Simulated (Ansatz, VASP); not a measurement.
# Co in VASP and in Ansatz

The input INCAR:

```
ALGO     = Normal         # electronic algorithm
EDIFF    = 1E-6           # SCF threshold, eV
ENCUT    = 520            # plane-wave cutoff, eV
GGA      = PS             # functional
ISIF     = 2              # what is computed and relaxed
ISMEAR   = 0              # smearing method
ISPIN    = 2              # spin polarisation
LASPH    = T              # aspherical terms in the spheres
LCHARG   = F              # write CHGCAR
LMAXMIX  = 4              # l up to which the mixer works
LORBIT   = 11             # projections on sites
LREAL    = F              # projectors in reciprocal space
LWAVE    = F              # write WAVECAR
MAGMOM   = 1.91 1.91      # initial moments
NBANDS   = 20             # bands
NELM     = 150            # most SCF steps
PREC     = Accurate       # precision mode
SIGMA    = 0.15           # smearing width, eV
```

The input KPOINTS:

```
k-points
0
Gamma
  24 24 12
```

The input POSCAR:

```
Co
1.0
    2.4127439276      0.0000000000      0.0000000000
   -1.2063719638      2.0894975341      0.0000000000
    0.0000000000      0.0000000000      4.1851881885
Co
2
Direct
    0.6666666667      0.3333333333      0.2598610000
    0.3333333333      0.6666666667      0.7401390000
```

Input for Ansatz:

```yaml
crystal:
  lattice:
    - [2.4127439276, 0.0, 0.0]
    - [-1.2063719638, 2.0894975341, 0.0]
    - [0.0, 0.0, 4.1851881885]
  atoms:
    - { symbol: Co, position: [0.6666666667, 0.3333333333, 0.259861], spin: 1.91 }
    - { symbol: Co, position: [0.3333333333, 0.6666666667, 0.740139], spin: 1.91 }
basis:
  ecutwfc: 420
kpoints:
  mp_grid: { grid: [24, 24, 12] }
hamiltonian:
  xc: pbesol
scf:
  occupations: { method: gaussian, width: 0.15 }
output:
  forces: true
  stress: true
  eigenvalues: true
  populations: true
magnetization:
  spin_polarized: true
```

Change from the starting cell: strain -0.030 along x and y, +0.030 along z, atoms carried along.

Alike in both runs: task single point; functional PBEsol; k mesh 24 × 24 × 12; occupations gaussian, width 0.15 eV; collinear spin.

|  | VASP | Ansatz |
| --- | --- | --- |
| version | VASP 6.6.1 | Ansatz 0.2.0 |
| potentials or method | VASP PAW PBE potentials, release 64 (Co), cutoff 520 eV | scalar-relativistic, plane waves, PAW |
| valence electrons in the cell | 18 | 34 |

```tsv
	VASP	Ansatz	Ansatz less VASP
gap on the k mesh at the Fermi level (eV)	none	none	-
pressure (GPa)	-2.4	-1.6	+0.89
traceless stress, the component that is largest in VASP (GPa)	-13.95	-14.32	-0.372
rms of the force components (eV/Å)	0.219	0.226	+0.0072
net moment per atom (μB)	1.60	1.61	+0.007
size of the moment on the site where the two differ most (μB)	1.61	1.67	+0.062
```

VASP's potentials were made for PBE, not for PBEsol. Site moments also hang on the region over which each program counts them. Atom by atom the forces differ by 0.007 eV/Å (rms over components). A gap of «none» marks a metal or a gap that the smearing closes. VASP's potentials hold 18 valence electrons a cell and Ansatz's 34, so a difference there can come from the potentials and not from the codes.
